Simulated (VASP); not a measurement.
**Ru: single point with BLYP+D4**

Ru:

```
CELL_PARAMETERS angstrom
2.72695 0.00000 0.00000
-1.36348 2.36161 0.00000
0.00000 0.00000 4.31010
ATOMIC_POSITIONS crystal
Ru 0.66667 0.33333 0.75000
Ru 0.33333 0.66667 0.25000
```

```
Program             : VASP 6.6.1
Task                : single point
Functional          : BLYP
Dispersion          : D4
Potentials or basis : VASP PAW PBE potentials, release 64 (Ru_pv)
Cutoff              : 520 eV
k mesh              : 11 × 11 × 6
Occupations         : fermi-dirac, width 0.05 eV
Spin                : no spin polarisation
```

The pressure is 0.7 GPa, the band gap on the k mesh is zero (bands 14 and 15 overlap by 2.96 eV) and the dispersion energy per atom is -0.987 eV.

Stress tensor (GPa, compression positive):
```
0.61 0.00 0.00
0.00 0.61 0.00
0.00 0.00 0.73
```

Levels at points of the mesh, in eV from the Fermi level:
| k point | band 12 | band 13 | band 14 | band 15 | band 16 | band 17 |
| --- | --- | --- | --- | --- | --- | --- |
| (0.00, 0.00, 0.00) | -1.80 | -1.80 | -1.31 | -1.31 | 1.19 | 1.19 |
| (0.00, 0.00, 0.50) | -2.62 | -2.48 | -2.48 | 0.56 | 0.56 | 0.56 |

Wall time 55 s on 1 thread of Intel Xeon 8259CL (shared host), peak memory 0.16 GiB.

Caveat: the PAW data sets were made with another functional, which shifts forces and pressure a little.
